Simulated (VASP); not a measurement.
# AlCu3 (P6_3/mmc) in VASP: electric field gradients with PBEsol

Aim: the electric field gradients of AlCu3 with PBEsol.

All numbers are computed with VASP 6.6.1; they aren't measurements. Logs are shortened: lines on timing, memory, paths and dates and some standing lists are left out, and cuts for length are marked.

### Step 1. The cell of the first run

Symmetry: P6_3/mmc, No. 194, hexagonal system. Conventional cell: a = 5.145 Å, b = 5.145 Å, c = 4.176 Å, α = 90.00°, β = 90.00°, γ = 120.00°. Within 3.4 Å of Al (site symmetry -6m2) lie 12 Cu at 2.57 Å. Within 3.4 Å of Cu (site symmetry mm2) lie 8 Cu at 2.55 to 2.59 Å and 4 Al at 2.57 Å.

### Step 2. Electric field gradients, PBEsol

INCAR reads:

```
SYSTEM = AlCu3
ALGO = Fast ; EDIFF = 1E-8
ENCUT = 520 ; GGA = PS
ISIF = 2 ; ISMEAR = -1
LASPH = .True. ; LCHARG = .False.
LEFG = .True. ; LREAL = .False.
LWAVE = .False. ; NBANDS = 46
NELM = 60 ; PREC = Accurate
SIGMA = 0.15
```

KPOINTS reads:

```
k-points
0
Gamma
  12 12 8
  0 0 0
```

POSCAR reads:

```
AlCu3
1.0
    5.1446000649      0.0000000000      0.0000000000
   -2.5723000325      4.4553543485      0.0000000000
    0.0000000000      0.0000000000      4.1761331264
Al Cu
2 6
Direct
    0.6666666667      0.3333333333      0.2500000000
    0.3333333333      0.6666666667      0.7500000000
    0.3305652767      0.1652826384      0.7500000000
    0.8347173616      0.1652826384      0.7500000000
    0.8347173616      0.6694347233      0.7500000000
    0.6694347233      0.8347173616      0.2500000000
    0.1652826384      0.8347173616      0.2500000000
    0.1652826384      0.3305652767      0.2500000000
```

Potentials or basis: VASP PAW PBE potentials, release 64 (Al, Cu).

Launch:

```sh
$ cat potpaw_PBE.64/Al/POTCAR potpaw_PBE.64/Cu/POTCAR > POTCAR
$ mpirun -np 1 vasp_std > vasp.out
```

OUTCAR:

```text
SYSTEM = AlCu3
   EDIFF = 1E-8
   ENCUT = 520
   GGA = PS
   ISIF = 2
   ISMEAR = -1
   LASPH = .True.
   LREAL = .False.
   NELM = 60
   PREC = Accurate

 ion  position               nearest neighbor table
   1  0.667  0.333  0.250-   4 2.57   4 2.57   3 2.57   3 2.57   5 2.57   5 2.57   7 2.57   7 2.57
                             8 2.57   8 2.57   6 2.57   6 2.57
   2  0.333  0.667  0.750-   7 2.57   7 2.57   6 2.57   6 2.57   8 2.57   8 2.57   4 2.57   4 2.57
                             5 2.57   5 2.57   3 2.57   3 2.57
   3  0.331  0.165  0.750-   5 2.55   4 2.55   8 2.56   8 2.56   7 2.56   7 2.56   1 2.57   1 2.57
                             2 2.57   2 2.57   5 2.59   4 2.59
   4  0.835  0.165  0.750-   3 2.55   5 2.55   8 2.56   8 2.56   6 2.56   6 2.56   1 2.57   1 2.57
                             2 2.57   2 2.57   3 2.59   5 2.59
   5  0.835  0.669  0.750-   3 2.55   4 2.55   6 2.56   6 2.56   7 2.56   7 2.56   1 2.57   1 2.57
                             2 2.57   2 2.57   3 2.59   4 2.59
   6  0.669  0.835  0.250-   8 2.55   7 2.55   5 2.56   5 2.56   4 2.56   4 2.56   2 2.57   2 2.57
                             1 2.57   1 2.57   8 2.59   7 2.59
   7  0.165  0.835  0.250-   6 2.55   8 2.55   5 2.56   5 2.56   3 2.56   3 2.56   2 2.57   2 2.57
                             1 2.57   1 2.57   6 2.59   8 2.59
   8  0.165  0.331  0.250-   6 2.55   7 2.55   3 2.56   3 2.56   4 2.56   4 2.56   2 2.57   2 2.57
                             1 2.57   1 2.57   6 2.59   7 2.59

  LATTYP: Found a hexagonal cell.
 ALAT       =     5.1446000649
 C/A-ratio  =     0.8117507821

  Lattice vectors:

 A1 = (   5.1446000649,   0.0000000000,   0.0000000000)
 A2 = (  -2.5723000325,   4.4553543485,   0.0000000000)
 A3 = (   0.0000000000,   0.0000000000,   4.1761331264)

Analysis of symmetry for initial positions (statically):
=====================================================================
 Subroutine PRICEL returns:
 Original cell was already a primitive cell.

 Routine SETGRP: Setting up the symmetry group for a
 hexagonal supercell.

 Subroutine GETGRP returns: Found 24 space group operations
 (whereof 12 operations were pure point group operations)
 out of a pool of 24 trial point group operations.

The static configuration has the point symmetry D_3d.
 The point group associated with its full space group is D_6h.

Analysis of symmetry for dynamics (positions and initial velocities):
=====================================================================
 Subroutine PRICEL returns:
 Original cell was already a primitive cell.

 Routine SETGRP: Setting up the symmetry group for a
 hexagonal supercell.

 Subroutine GETGRP returns: Found 24 space group operations
 (whereof 12 operations were pure point group operations)
 out of a pool of 24 trial point group operations.

The dynamic configuration has the point symmetry D_3d.
 The point group associated with its full space group is D_6h.

 Subroutine INISYM returns: Found 24 space group operations
 (whereof 12 operations are pure point group operations),
 and found     1 'primitive' translations

----------------------------------------------------------------------------------------

                                     Primitive cell

  volume of cell :      95.7212

  direct lattice vectors                    reciprocal lattice vectors
     5.144600065  0.000000000  0.000000000     0.194378569  0.112224519  0.000000000
    -2.572300032  4.455354349  0.000000000     0.000000000  0.224449039  0.000000000
     0.000000000  0.000000000  4.176133126     0.000000000  0.000000000  0.239455968

  length of vectors
     5.144600065  5.144600065  4.176133126     0.224449039  0.224449039  0.239455968

  position of ions in fractional coordinates (direct lattice)
     0.666666667  0.333333333  0.250000000
     0.333333333  0.666666667  0.750000000
     0.330565277  0.165282638  0.750000000
     0.834717362  0.165282638  0.750000000
     0.834717362  0.669434723  0.750000000
     0.669434723  0.834717362  0.250000000
     0.165282638  0.834717362  0.250000000
     0.165282638  0.330565277  0.250000000

  ion indices of the primitive-cell ions
   primitive index   ion index
                 1           1
                 2           2
                 3           3
                 4           4
                 5           5
                 6           6
                 7           7
                 8           8

----------------------------------------------------------------------------------------

 KPOINTS: k-points

Automatic generation of k-mesh.
 Grid dimensions read from file:
 generate k-points for:   12   12    8

 Generating k-lattice:

  Cartesian coordinates                     Fractional coordinates (reciprocal lattice)
     0.016198214  0.009352043  0.000000000     0.083333333  0.000000000  0.000000000
     0.000000000  0.018704087  0.000000000     0.000000000  0.083333333  0.000000000
     0.000000000  0.000000000  0.029931996     0.000000000  0.000000000  0.125000000

  Length of vectors
     0.018704087  0.018704087  0.029931996

  Shift w.r.t. Gamma in fractional coordinates (k-lattice)
     0.000000000  0.000000000  0.000000000

 Subroutine IBZKPT returns following result:
 ===========================================

 Found     95 irreducible k-points:

 Following reciprocal coordinates:
            Coordinates               Weight
  0.000000  0.000000  0.000000      1.000000
  0.083333 -0.000000  0.000000      6.000000
  0.166667  0.000000  0.000000      6.000000
  0.250000  0.000000  0.000000      6.000000
  0.333333 -0.000000  0.000000      6.000000
  0.416667  0.000000  0.000000      6.000000
[... 16 lines left out ...]
  0.250000  0.000000  0.125000     12.000000
  0.333333 -0.000000  0.125000     12.000000
 [... further k-points ...]
   k-points           NKPTS =     95   k-points in BZ     NKDIM =     95   number of bands    NBANDS=     46
   number of dos      NEDOS =    301   number of ions     NIONS =      8
   total plane-waves  NPLWV =  51200
   dimension x,y,z NGX =    40 NGY =   40 NGZ =   32
   dimension x,y,z NGXF=    80 NGYF=   80 NGZF=   64
   ions per type =               2   6
   NGX,Y,Z   is equivalent  to a cutoff of  12.93, 12.93, 12.74 a.u.
   NGXF,Y,Z  is equivalent  to a cutoff of  25.85, 25.85, 25.48 a.u.
 SYSTEM =  AlCu3
   PREC   = accura    normal or accurate (medium, high low for compatibility)
   ISTART =      0    job   : 0-new  1-cont  2-samecut
   ICHARG =      2    charge: 1-file 2-atom 10-const
   ISPIN  =      1    spin polarized calculation?
   LNONCOLLINEAR =      F non collinear calculations
   LSORBIT =      F    spin-orbit coupling
   LASPH  =      T    aspherical Exc in radial PAW
   ENCUT  =  520.0 eV  38.22 Ry    6.18 a.u.   9.57  9.57  7.76*2*pi/ulx,y,z
   NELM   =     60;   NELMIN=  2; NELMDL= -5     # of ELM steps
   EDIFF  = 0.1E-07   stopping-criterion for ELM
   LREAL  =      F    real-space projection
   EDIFFG = 0.1E-06   stopping-criterion for IOM
   NSW    =      0    number of steps for IOM
   IBRION =     -1    ionic relax: 0-MD 1-quasi-New 2-CG
   NFREE  =      0    steps in history (QN), initial steepest desc. (CG)
   ISIF   =      2    stress and relaxation
   ISYM   =      2    0-nonsym 1-usesym 2-fastsym
   POTIM  = 0.5000    time-step for ionic-motion
   TEBEG  =    0.0;   TEEND  =   0.0 temperature during run
   PSTRESS=    0.0 pullay stress
   NELECT =      72.0000    total number of electrons
   NUPDOWN=      -1.0000    fix difference up-down
   EMIN   =  10.00;   EMAX   =-10.00  energy-range for DOS
   EFERMI =   0.00;   METHOD = LEGACY
   ISMEAR =    -1;   SIGMA  =   0.15  broadening in eV -4-tet -1-fermi 0-gaus
   EFERMI_NEDOS =   21; number of points for ismear=-14 and -15
   IALGO  =     68    algorithm
   IMIX   =      4    mixing-type and parameters
     AMIX     =   0.40;   BMIX     =  1.00
     AMIX_MAG =   1.60;   BMIX_MAG =  1.00
  volume/ion in A,a.u.               =      11.97        80.74
  Fermi-wavevector in a.u.,A,eV,Ry     =   1.488845  2.813510 30.159498  2.216661
  Thomas-Fermi vector in A             =   2.601829
   LORBIT       =      0    0 simple, 1 ext, 2 COOP (PROOUT), +10 PAW based schemes
   GGA     = PS    functional components
   LHFCALC =     F    Hartree Fock is set to
   AEXX    =    0.0000 exact exchange contribution
   IVDW    =     0    specifies the selected vdW correction
   LEPSILON=     F    determine dielectric tensor
   LRPA    =     F    only Hartree local field effects (RPA)
 non-spin polarized calculation
 RMM-DIIS sequential band-by-band and
  energy-cutoff  :      520.00
  volume of cell :       95.72
 maximum number of plane-waves:      2619
 NGX is ok and might be reduce to    40
   NGX = 19   NGY = 19   NGZ = 15

 number of electron      72.0000018 magnetization

 Free energy of the ion-electron system (eV)
  ---------------------------------------------------
  ext. energy  EPLUGINS =         0.00000000
  ---------------------------------------------------
  free energy    TOTEN  =       -35.71255446 eV

  energy without entropy =      -35.53028691  energy(sigma->0) =      -35.62142069

 E-fermi :   8.6425     XC(G=0): -12.5072

 val. band max:        8.6421265697   @ k =   0.4167   0.1667   0.2500
 cond. band min:       8.6521891794   @ k =   0.3333   0.1667   0.2500
 fundamental gap:      0.0100626097
 Fermi energy:         8.6424541970

 k-point     1 :       0.0000    0.0000    0.0000
  band No.  band energies     occupation
      1      -2.0818      2.00000
      2       2.3288      2.00000
      3       3.4561      2.00000
      4       3.4561      2.00000
      5       3.5535      2.00000
      6       3.6205      2.00000
[... 1165 lines left out ...]
     45      15.2075      0.00000
     46      15.5254      0.00000

 [... further k-points ...]
[... 5 lines left out ...]
  --------------------------------------------------------------------------------------
  -------------------------------------------------------------------------------------
  Total        0.3389576      0.3389576      0.3409971     -0.0000000      0.0000000      0.0000000
  in kB        5.6734568      5.6734568      5.7075935     -0.0000000      0.0000000      0.0000000
  external PRESSURE =       5.6848357 kB  Pullay stress =       0.0000000 kB

 VOLUME and BASIS-vectors are now :
 -----------------------------------------------------------------------------
  energy-cutoff  :      520.00
  volume of cell :       95.72
      direct lattice vectors                 reciprocal lattice vectors
     5.144600065  0.000000000  0.000000000     0.194378569  0.112224519  0.000000000
    -2.572300032  4.455354349  0.000000000     0.000000000  0.224449039  0.000000000
     0.000000000  0.000000000  4.176133126     0.000000000  0.000000000  0.239455968

 POSITION                                       TOTAL-FORCE (eV/Angst)
 -----------------------------------------------------------------------------------
      2.57230      1.48512      1.04403         0.000000     -0.000000      0.000000
     -0.00000      2.97024      3.13210         0.000000      0.000000      0.000000
      1.27547      0.73639      3.13210         0.001526      0.000881     -0.000000
      3.86913      0.73639      3.13210        -0.001526      0.000881     -0.000000
      2.57230      2.98257      3.13210         0.000000     -0.001762      0.000000
      1.29683      3.71896      1.04403        -0.001526     -0.000881      0.000000
     -1.29683      3.71896      1.04403         0.001526     -0.000881      0.000000
      0.00000      1.47279      1.04403        -0.000000      0.001762     -0.000000
 -----------------------------------------------------------------------------------
    total drift:                               -0.000000      0.000000     -0.000000

  FREE ENERGIE OF THE ION-ELECTRON SYSTEM (eV)
  ---------------------------------------------------
  free  energy   TOTEN  =       -35.7125544580 eV

  energy  without entropy=      -35.5302869121  energy(sigma->0) =      -35.62142069

 Electric field gradients (V/A^2)
---------------------------------------------------------------------
 ion       V_xx      V_yy      V_zz      V_xy      V_xz      V_yz
---------------------------------------------------------------------
   1       0.101     0.100    -0.201    -0.001     0.000    -0.000
   2       0.101     0.100    -0.201    -0.001    -0.000     0.000
   3      -3.928     4.461    -0.534    -7.270    -0.000     0.000
   4      -3.928     4.458    -0.530     7.262    -0.000     0.000
   5       8.660    -8.126    -0.534    -0.002    -0.000     0.000
   6      -3.928     4.461    -0.534    -7.270     0.000    -0.000
   7      -3.928     4.458    -0.530     7.262     0.000    -0.000
   8       8.660    -8.126    -0.534    -0.002     0.000    -0.000
---------------------------------------------------------------------

 Electric field gradients after diagonalization (V/A^2)
 (convention: |V_zz| > |V_xx| > |V_yy|)
----------------------------------------------------------------------
 ion       V_xx      V_yy      V_zz     asymmetry (V_yy - V_xx)/ V_zz
----------------------------------------------------------------------
   1       0.102     0.099    -0.201       0.011
   2       0.102     0.099    -0.201       0.011
   3      -8.126    -0.534     8.660       0.877
   4      -8.121    -0.530     8.651       0.877
   5      -8.126    -0.534     8.660       0.877
   6      -8.126    -0.534     8.660       0.877
   7      -8.121    -0.530     8.651       0.877
   8      -8.126    -0.534     8.660       0.877
----------------------------------------------------------------------

           NMR quadrupolar parameters

 Cq : quadrupolar parameter    Cq=e*Q*V_zz/h
 eta: asymmetry parameters     (V_yy - V_xx)/ V_zz
 Q  : nuclear electric quadrupole moment in mb (millibarn)
----------------------------------------------------------------------
 ion       Cq(MHz)       eta       Q (mb)
----------------------------------------------------------------------
   1      -0.000       0.011       1.000
   2      -0.000       0.011       1.000
   3       0.021       0.877       1.000
   4       0.021       0.877       1.000
   5       0.021       0.877       1.000
   6       0.021       0.877       1.000
   7       0.021       0.877       1.000
   8       0.021       0.877       1.000
----------------------------------------------------------------------
```

It took 4.4 min on 1 thread of Intel Xeon 6975P-C (Granite Rapids), shared host; peak memory 0.43 GiB.

Results:

```yaml
Free_energy: -35.7126 eV
Pressure: 0.6 GPa
Band_gap_on_the_k_mesh: zero (band 36 reaches 10.29 eV, above the bottom of band 37 at 7.69 eV)
```

Levels at points of the mesh, in eV from the Fermi level:
```tsv
k point	band 34	band 35	band 36	band 37	band 38	band 39
(0.00, 0.00, 0.00)	-1.34	-1.34	-0.78	-0.06	-0.06	1.62
(0.50, 0.00, 0.00)	-1.30	0.59	1.04	1.88	2.59	3.30
(0.00, 0.00, 0.50)	-1.29	-1.29	-1.29	-0.86	-0.86	2.57
(0.50, 0.00, 0.50)	-2.33	-0.91	-0.91	-0.66	-0.66	5.33
```

Electric field gradients, principal values (V/Å²):
```
atom   least  middle  greatest (by size)
1 Al   0.099   0.102              -0.201
2 Al   0.099   0.102              -0.201
3 Cu  -0.534  -8.126               8.660
4 Cu  -0.530  -8.121               8.651
5 Cu  -0.534  -8.126               8.660
6 Cu  -0.534  -8.126               8.660
7 Cu  -0.530  -8.121               8.651
8 Cu  -0.534  -8.126               8.660
```

Caveat: without QUAD_EFG the Cq values of the log hold for a quadrupole moment of 1 mb, not for the nuclei; the PAW data sets were made with another functional, which shifts forces and pressure a little.
